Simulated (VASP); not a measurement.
# Ge (I4_1/amd) in VASP: further runs

Runs on Ge. Level: LDA. Tasks: single point.

Everything below comes from runs of VASP 6.6.1. Logs are shortened: lines on timing, memory, paths and dates and some standing lists are left out, and cuts for length are marked.

## 1. The cell of the first run

Symmetry: I4_1/amd, No. 141, tetragonal system. The conventional cell has a = 5.149 Å, b = 5.149 Å, c = 2.795 Å, α = 90.00°, β = 90.00°, γ = 90.00°. Within 3.5 Å of Ge (site symmetry -4m2) lie 10 Ge at 2.67 to 3.32 Å.

## 2. Single point, LDA

Input file INCAR:

```
  PREC = Accurate
  ENCUT = 520
  EDIFF = 1E-7
  ISMEAR = 1
  SIGMA = 0.15
  LREAL = F
  LASPH = T
  NELM = 80
  ALGO = Normal
  ISIF = 2
  LWAVE = F
  LCHARG = F
  GGA = CA
  NBANDS = 21
```

Input file KPOINTS:

```
regular mesh
0
Gamma
  12 12 12
```

Input file POSCAR:

```
Ge
1.0
    3.8998411304     -0.0000000501     -0.0000001397
   -2.8983836088      2.6092399849     -0.0000001397
   -0.5007286304     -1.3046196276      3.6408789198
Ge
2
Direct
    0.2500000000      0.7500000000      0.5000000000
    0.5000000000      0.5000000000      0.0000000000
```

Potentials or basis: VASP PAW LDA potentials, release 64 (Ge_d).

On the command line:

```console
cat potpaw_LDA.64/Ge_d/POTCAR > POTCAR
mpirun -np 1 vasp_std > vasp.out
```

OUTCAR:

```text
PREC = Accurate
   ENCUT = 520
   EDIFF = 1E-7
   ISMEAR = 1
   LREAL = F
   LASPH = T
   NELM = 80
   ISIF = 2
   GGA = CA

 ion  position               nearest neighbor table
   1  0.250  0.750  0.500-   2 2.67   2 2.67   2 2.67   2 2.67
   2  0.500  0.500  0.000-   1 2.67   1 2.67   1 2.67   1 2.67

  LATTYP: Found a body centered tetragonal cell.
 ALAT       =     5.1489801498
 C/A-ratio  =     0.5427920736

  Lattice vectors:

 A1 = (   3.8998411304,  -0.0000000501,  -0.0000001397)
 A2 = (  -2.8983836088,   2.6092399849,  -0.0000001397)
 A3 = (  -0.5007286304,  -1.3046196276,   3.6408789198)

Analysis of symmetry for initial positions (statically):
=====================================================================
 Subroutine PRICEL returns:
 Original cell was already a primitive cell.

 Routine SETGRP: Setting up the symmetry group for a
 body centered tetragonal supercell.

 Subroutine GETGRP returns: Found 16 space group operations
 (whereof  8 operations were pure point group operations)
 out of a pool of 16 trial point group operations.

The static configuration has the point symmetry D_2d.
 The point group associated with its full space group is D_4h.

Analysis of symmetry for dynamics (positions and initial velocities):
=====================================================================
 Subroutine PRICEL returns:
 Original cell was already a primitive cell.

 Routine SETGRP: Setting up the symmetry group for a
 body centered tetragonal supercell.

 Subroutine GETGRP returns: Found 16 space group operations
 (whereof  8 operations were pure point group operations)
 out of a pool of 16 trial point group operations.

The dynamic configuration has the point symmetry D_2d.
 The point group associated with its full space group is D_4h.

 Subroutine INISYM returns: Found 16 space group operations
 (whereof  8 operations are pure point group operations),
 and found     1 'primitive' translations

----------------------------------------------------------------------------------------

                                     Primitive cell

  volume of cell :      37.0482

  direct lattice vectors                    reciprocal lattice vectors
     3.899841130 -0.000000050 -0.000000140     0.256420710  0.284836047  0.137329447
    -2.898383609  2.609239985 -0.000000140     0.000000010  0.383253382  0.137329447
    -0.500728630 -1.304619628  3.640878920     0.000000010  0.000000026  0.274658966

  length of vectors
[... 75 lines left out ...]
   ICHARG =      2    charge: 1-file 2-atom 10-const
   ISPIN  =      1    spin polarized calculation?
   LNONCOLLINEAR =      F non collinear calculations
   LSORBIT =      F    spin-orbit coupling
   LASPH  =      T    aspherical Exc in radial PAW
   ENCUT  =  520.0 eV  38.22 Ry    6.18 a.u.   7.25  7.25  7.25*2*pi/ulx,y,z
   NELM   =     80;   NELMIN=  2; NELMDL= -5     # of ELM steps
   EDIFF  = 0.1E-06   stopping-criterion for ELM
   LREAL  =      F    real-space projection
   EDIFFG = 0.1E-05   stopping-criterion for IOM
   NSW    =      0    number of steps for IOM
   IBRION =     -1    ionic relax: 0-MD 1-quasi-New 2-CG
   NFREE  =      0    steps in history (QN), initial steepest desc. (CG)
   ISIF   =      2    stress and relaxation
   ISYM   =      2    0-nonsym 1-usesym 2-fastsym
   POTIM  = 0.5000    time-step for ionic-motion
   TEBEG  =    0.0;   TEEND  =   0.0 temperature during run
   PSTRESS=    0.0 pullay stress
   NELECT =      28.0000    total number of electrons
   NUPDOWN=      -1.0000    fix difference up-down
   EMIN   =  10.00;   EMAX   =-10.00  energy-range for DOS
   EFERMI =   0.00;   METHOD = LEGACY
   ISMEAR =     1;   SIGMA  =   0.15  broadening in eV -4-tet -1-fermi 0-gaus
   EFERMI_NEDOS =   21; number of points for ismear=-14 and -15
   IALGO  =     38    algorithm
   IMIX   =      4    mixing-type and parameters
     AMIX     =   0.40;   BMIX     =  1.00
     AMIX_MAG =   1.60;   BMIX_MAG =  1.00
  volume/ion in A,a.u.               =      18.52       125.01
  Fermi-wavevector in a.u.,A,eV,Ry     =   1.491209  2.817976 30.255325  2.223704
  Thomas-Fermi vector in A             =   2.603893
   LORBIT       =      0    0 simple, 1 ext, 2 COOP (PROOUT), +10 PAW based schemes
   GGA     = CA    functional components
   LHFCALC =     F    Hartree Fock is set to
   AEXX    =    0.0000 exact exchange contribution
   IVDW    =     0    specifies the selected vdW correction
   LEPSILON=     F    determine dielectric tensor
   LRPA    =     F    only Hartree local field effects (RPA)
 non-spin polarized calculation
 Methfessel and Paxton  Order N= 1 SIGMA  =   0.15
  energy-cutoff  :      520.00
  volume of cell :       37.05
 maximum number of plane-waves:      1029
 NGX is ok and might be reduce to    30
   NGX = 15   NGY = 15   NGZ = 15

 number of electron      28.0000028 magnetization

 Free energy of the ion-electron system (eV)
  ---------------------------------------------------
  ext. energy  EPLUGINS =         0.00000000
  ---------------------------------------------------
  free energy    TOTEN  =       -10.02112739 eV

  energy without entropy =      -10.02062946  energy(sigma->0) =      -10.02096141

 E-fermi :   6.5095     XC(G=0): -11.6057

 val. band max:        6.5059500001   @ k =   0.3333   0.1667   0.0000
 cond. band min:       6.5114923832   @ k =  -0.4167   0.1667   0.0000
 fundamental gap:      0.0055423831
 Fermi energy:         6.5095336517

 k-point     1 :       0.0000    0.0000    0.0000
  band No.  band energies     occupation
      1     -18.3139      2.00000
      2     -18.2703      2.00000
      3     -18.2379      2.00000
      4     -18.2376      2.00000
      5     -18.1320      2.00000
      6     -18.1320      2.00000
[... 565 lines left out ...]
     20      16.7848      0.00000
     21      17.4749      0.00000

 [... further k-points ...]
[... 5 lines left out ...]
  --------------------------------------------------------------------------------------
  -------------------------------------------------------------------------------------
  Total       -0.6669954     -0.4832692     -0.6987362      0.0826988     -0.0000000     -0.0000000
  in kB      -28.8447164    -20.8993366    -30.2173713      3.5763732     -0.0000010     -0.0000004
  external PRESSURE =     -26.6538081 kB  Pullay stress =       0.0000000 kB

 VOLUME and BASIS-vectors are now :
 -----------------------------------------------------------------------------
  energy-cutoff  :      520.00
  volume of cell :       37.05
      direct lattice vectors                 reciprocal lattice vectors
     3.899841130 -0.000000050 -0.000000140     0.256420710  0.284836047  0.137329447
    -2.898383609  2.609239985 -0.000000140     0.000000010  0.383253382  0.137329447
    -0.500728630 -1.304619628  3.640878920     0.000000010  0.000000026  0.274658966

 POSITION                                       TOTAL-FORCE (eV/Angst)
 -----------------------------------------------------------------------------------
     -1.44919      1.30462      1.82044         0.000000     -0.000000     -0.000000
      0.50073      1.30462     -0.00000        -0.000000      0.000000      0.000000
 -----------------------------------------------------------------------------------
    total drift:                               -0.000000      0.000000     -0.000000

  FREE ENERGIE OF THE ION-ELECTRON SYSTEM (eV)
  ---------------------------------------------------
  free  energy   TOTEN  =       -10.0211273910 eV

  energy  without entropy=      -10.0206294584  energy(sigma->0) =      -10.02096141
```

stdout:

```text
POSCAR found type information on POSCAR Ge
 POSCAR found :  1 types and       2 ions
 scaLAPACK will be used
 LDA part: xc-table for (Slater(with rela. corr.)+CA(PZ))
 , standard interpolation
 POSCAR, INCAR and KPOINTS ok, starting setup
 FFT: planning ... GRIDC
 FFT: planning ... GRID_SOFT
 FFT: planning ... GRID
 WAVECAR not read
 entering main loop
```

Wall time 98 s (1 thread of AMD EPYC 7R43 (Zen 3), shared host); peak memory 0.18 GiB.

Results:

| Quantity | Value |
| --- | --- |
| Free energy | -10.0211 eV |
| Pressure | -2.7 GPa |
| Band gap on the k mesh | zero (band 14 reaches 8.09 eV, above the bottom of band 15 at 3.04 eV) |

Stress tensor (GPa, compression positive):
```
-2.88  0.36  0.00
 0.36 -2.09  0.00
 0.00  0.00 -3.02
```

Levels at points of the mesh, in eV from the Fermi level:
| k point | band 11 | band 12 | band 13 | band 14 | band 15 | band 16 | band 17 | band 18 |
| --- | --- | --- | --- | --- | --- | --- | --- | --- |
| (0.00, 0.00, 0.00) | -13.29 | -4.15 | -2.32 | -2.32 | 3.38 | 7.53 | 7.53 | 8.08 |
| (0.50, 0.00, 0.00) | -8.07 | -6.38 | -2.67 | -1.99 | -1.33 | 2.55 | 3.53 | 5.49 |
| (0.50, 0.50, 0.00) | -10.56 | -10.56 | 0.63 | 0.63 | 1.90 | 1.90 | 7.47 | 7.47 |
| (0.50, 0.50, 0.50) | -8.90 | -8.90 | -5.86 | -5.86 | 6.15 | 6.15 | 10.88 | 10.88 |

## 3. Single point, LDA

Input file INCAR:

```
SYSTEM = Ge
ALGO = Normal
EDIFF = 1E-6
ENCUT = 520
ISIF = 2
ISMEAR = 1
LASPH = .TRUE.
LCHARG = .FALSE.
LREAL = .FALSE.
LWAVE = .FALSE.
NBANDS = 21
NELM = 60
PREC = Accurate
SIGMA = 0.15
```

Input file KPOINTS:

```
k-points
0
G
  12 12 12
  0 0 0
```

POSCAR is that of step 2.

Potentials or basis: VASP PAW LDA potentials, release 64 (Ge_d).

On the command line:

```console
cat potpaw_LDA.64/Ge_d/POTCAR > POTCAR
mpirun -np 1 vasp_std > vasp.out
```

OUTCAR:

```text
SYSTEM = Ge
   EDIFF = 1E-6
   ENCUT = 520
   ISIF = 2
   ISMEAR = 1
   LASPH = .TRUE.
   LREAL = .FALSE.
   NELM = 60
   PREC = Accurate

 ion  position               nearest neighbor table
   1  0.250  0.750  0.500-   2 2.67   2 2.67   2 2.67   2 2.67
   2  0.500  0.500  0.000-   1 2.67   1 2.67   1 2.67   1 2.67

  LATTYP: Found a body centered tetragonal cell.
 ALAT       =     5.1489801498
 C/A-ratio  =     0.5427920736

  Lattice vectors:

 A1 = (   3.8998411304,  -0.0000000501,  -0.0000001397)
 A2 = (  -2.8983836088,   2.6092399849,  -0.0000001397)
 A3 = (  -0.5007286304,  -1.3046196276,   3.6408789198)

Analysis of symmetry for initial positions (statically):
=====================================================================
 Subroutine PRICEL returns:
 Original cell was already a primitive cell.

 Routine SETGRP: Setting up the symmetry group for a
 body centered tetragonal supercell.

 Subroutine GETGRP returns: Found 16 space group operations
 (whereof  8 operations were pure point group operations)
 out of a pool of 16 trial point group operations.

The static configuration has the point symmetry D_2d.
[... 157 lines left out ...]
  ---------------------------------------------------
  ext. energy  EPLUGINS =         0.00000000
  ---------------------------------------------------
  free energy    TOTEN  =       -10.02112739 eV

  energy without entropy =      -10.02062961  energy(sigma->0) =      -10.02096146

 E-fermi :   6.5095     XC(G=0): -11.6058

 val. band max:        6.5058914397   @ k =   0.3333   0.1667   0.0000
 cond. band min:       6.5114983469   @ k =  -0.4167   0.1667   0.0000
 fundamental gap:      0.0056069072
 Fermi energy:         6.5095054641

 k-point     1 :       0.0000    0.0000    0.0000
  band No.  band energies     occupation
      1     -18.3142      2.00000
      2     -18.2705      2.00000
      3     -18.2380      2.00000
      4     -18.2379      2.00000
      5     -18.1322      2.00000
      6     -18.1322      2.00000
[... 565 lines left out ...]
     20      16.7848      0.00000
     21      17.4749      0.00000

 [... further k-points ...]
[... 5 lines left out ...]
  --------------------------------------------------------------------------------------
  -------------------------------------------------------------------------------------
  Total       -0.6675755     -0.4817439     -0.6996800      0.0836465     -0.0000000     -0.0000000
  in kB      -28.8698032    -20.8333739    -30.2581879      3.6173564     -0.0000010     -0.0000004
  external PRESSURE =     -26.6537883 kB  Pullay stress =       0.0000000 kB

 VOLUME and BASIS-vectors are now :
 -----------------------------------------------------------------------------
  energy-cutoff  :      520.00
  volume of cell :       37.05
      direct lattice vectors                 reciprocal lattice vectors
     3.899841130 -0.000000050 -0.000000140     0.256420710  0.284836047  0.137329447
    -2.898383609  2.609239985 -0.000000140     0.000000010  0.383253382  0.137329447
    -0.500728630 -1.304619628  3.640878920     0.000000010  0.000000026  0.274658966

 POSITION                                       TOTAL-FORCE (eV/Angst)
 -----------------------------------------------------------------------------------
     -1.44919      1.30462      1.82044        -0.000000      0.000000      0.000000
      0.50073      1.30462     -0.00000         0.000000     -0.000000     -0.000000
 -----------------------------------------------------------------------------------
    total drift:                               -0.000000      0.000000     -0.000000

  FREE ENERGIE OF THE ION-ELECTRON SYSTEM (eV)
  ---------------------------------------------------
  free  energy   TOTEN  =       -10.0211273867 eV

  energy  without entropy=      -10.0206296118  energy(sigma->0) =      -10.02096146
```

OSZICAR:

```text
N       E                     dE             d eps       ncg     rms          rms(c)
DAV:   1     0.176314888912E+03    0.17631E+03   -0.14245E+04  7832   0.379E+03
DAV:   2     0.139254546194E+02   -0.16239E+03   -0.15755E+03  6911   0.594E+02
DAV:   3    -0.938376098241E+01   -0.23309E+02   -0.23104E+02  7809   0.133E+02
DAV:   4    -0.100521483914E+02   -0.66839E+00   -0.66787E+00  7604   0.261E+01
DAV:   5    -0.100620304138E+02   -0.98820E-02   -0.98818E-02  7787   0.345E+00    0.219E+00
DAV:   6    -0.100338936731E+02    0.28137E-01   -0.22101E-02  9287   0.240E+00    0.121E+00
DAV:   7    -0.100215075903E+02    0.12386E-01   -0.13734E-02  9298   0.160E+00    0.113E-01
DAV:   8    -0.100211280361E+02    0.37955E-03   -0.18980E-03  8415   0.774E-01    0.428E-02
DAV:   9    -0.100211276819E+02    0.35422E-06   -0.43080E-05  8118   0.813E-02    0.107E-02
DAV:  10    -0.100211273867E+02    0.29520E-06   -0.35523E-06  7083   0.286E-02
   1 F= -.10021127E+02 E0= -.10020961E+02  d E =-.497775E-03
```

It took 2 min on 1 thread of AMD EPYC 7R43 (Zen 3), shared host; peak memory 0.18 GiB.

What came out:

```yaml
Free_energy: -10.0211 eV
Pressure: -2.7 GPa
Band_gap_on_the_k_mesh: zero (band 14 reaches 8.09 eV, above the bottom of band 15 at 3.04 eV)
```

Levels at points of the mesh, in eV from the Fermi level:
| k point | band 10 | band 11 | band 12 | band 13 | band 14 | band 15 | band 16 | band 17 | band 18 | band 19 |
| --- | --- | --- | --- | --- | --- | --- | --- | --- | --- | --- |
| (0.00, 0.00, 0.00) | -24.51 | -13.29 | -4.15 | -2.32 | -2.32 | 3.38 | 7.53 | 7.53 | 8.08 | 8.26 |
| (0.50, 0.00, 0.00) | -24.55 | -8.07 | -6.38 | -2.67 | -1.99 | -1.33 | 2.55 | 3.53 | 5.49 | 8.84 |
| (0.50, 0.50, 0.00) | -24.59 | -10.56 | -10.56 | 0.63 | 0.63 | 1.90 | 1.90 | 7.47 | 7.47 | 11.50 |
| (0.50, 0.50, 0.50) | -24.63 | -8.90 | -8.90 | -5.86 | -5.86 | 6.15 | 6.15 | 10.88 | 10.88 | 15.44 |
